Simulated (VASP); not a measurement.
## Os: single point with PBE

The system is Os.

```
Os
1.0
     0.00000    1.78212    1.78212
     1.78212    0.00000    1.78212
     1.78212    1.78212    0.00000
Os
1
Direct
  0.00000 0.00000 0.00000
```

```
Program                : VASP 6.6.1
Task                   : single point
Functional             : PBE
Potentials or basis    : VASP PAW PBE potentials, release 64 (Os)
Cutoff                 : 520 eV
k mesh                 : 19 × 19 × 19
Occupations            : fermi-dirac, width 0.1 eV
Spin                   : no spin polarisation
Dipole correction      : no
Further INCAR settings : ALGO = Normal; EDIFF = 1e-06; NBANDS = 10
```

* Pressure: 165.9 GPa
* Band gap on the k mesh: zero (band 4 reaches 16.33 eV, above the bottom of band 5 at 10.97 eV)

Levels at points of the mesh, in eV from the Fermi level:
| k point | band 2 | band 3 | band 4 | band 5 | band 6 | band 7 |
| --- | --- | --- | --- | --- | --- | --- |
| (0.00, 0.00, 0.00) | -4.17 | -4.17 | -4.17 | 0.07 | 0.07 | 13.86 |

It took 28 s on 1 thread of AMD EPYC 7R43 64-Core Processor (Zen 3) (shared host), peak memory 0.11 GiB.

Caveat: spin-orbit coupling is left out, which moves the levels of the heavy elements.
